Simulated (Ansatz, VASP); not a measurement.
## TiO2: VASP beside Ansatz

Contents of INCAR:

```
SYSTEM = TiO2
PREC = Accurate ; ENCUT = 600
EDIFF = 1E-6 ; ISMEAR = 0
SIGMA = 0.02 ; LREAL = .FALSE.
LASPH = .TRUE. ; NELM = 100
ALGO = Normal ; ISIF = 3
LWAVE = .FALSE. ; LCHARG = .FALSE.
GGA = PS ; IBRION = 2
NSW = 80 ; EDIFFG = -0.01
```

File KPOINTS:

```
Automatic mesh
0
G
  6 6 10
  0 0 0
```

File POSCAR:

```
TiO2
1.0
    4.5910812138      0.0000000000      0.0000000000
    0.0000000000      4.5910812138      0.0000000000
    0.0000000000      0.0000000000      2.9392265587
Ti O
2 4
Direct
    0.5000000000      0.5000000000      0.5000000000
    0.0000000000      0.0000000000      0.0000000000
    0.6955553159      0.6955553159      0.0000000000
    0.8044446841      0.1955553159      0.5000000000
    0.3044446841      0.3044446841      0.0000000000
    0.1955553159      0.8044446841      0.5000000000
```

Input for Ansatz:

```yaml
crystal:
  lattice:
    - [4.5910812138, 0.0, 0.0]
    - [0.0, 4.5910812138, 0.0]
    - [0.0, 0.0, 2.9392265587]
  atoms:
    - { symbol: Ti, position: [0.5, 0.5, 0.5] }
    - { symbol: Ti, position: [0.0, 0.0, 0.0] }
    - { symbol: O, position: [0.6955553159, 0.6955553159, 0.0] }
    - { symbol: O, position: [0.8044446841, 0.1955553159, 0.5] }
    - { symbol: O, position: [0.3044446841, 0.3044446841, 0.0] }
    - { symbol: O, position: [0.1955553159, 0.8044446841, 0.5] }
basis:
  ecutwfc: 420
kpoints:
  mp_grid: { grid: [6, 6, 10] }
hamiltonian:
  xc: pbesol
scf:
  occupations: { method: gaussian, width: 0.02 }
output:
  forces: true
  stress: true
  eigenvalues: true
relax:
  adjacent_minimum: "off"
  f_tol: 0.01
  max_steps: 60
  cell: { stress_tol: 0.1 }
```

Alike in both runs: task relaxation of cell and atoms; functional PBEsol; k mesh 6 × 6 × 10; occupations gaussian, width 0.02 eV; no spin polarisation.

|  | VASP | Ansatz |
| --- | --- | --- |
| version | VASP 6.6.1 | Ansatz 0.2.0 |
| potentials or method | VASP PAW PBE potentials, release 64 (Ti_sv, O), cutoff 600 eV | scalar-relativistic, plane waves, PAW |
| valence electrons in the cell | 48 | 48 |

```csv
,VASP,Ansatz,Ansatz less VASP
"gap on the k mesh at the Fermi level, each at its own relaxed structure (eV)",1.83,1.87,+0.034
relaxed volume (Å³/atom),10.34,10.33,-0.018
relaxed length of the cell vector where the two differ most in proportion (Å),2.942,2.939,-0.0023
```

VASP's potentials were made for PBE, not for PBEsol.
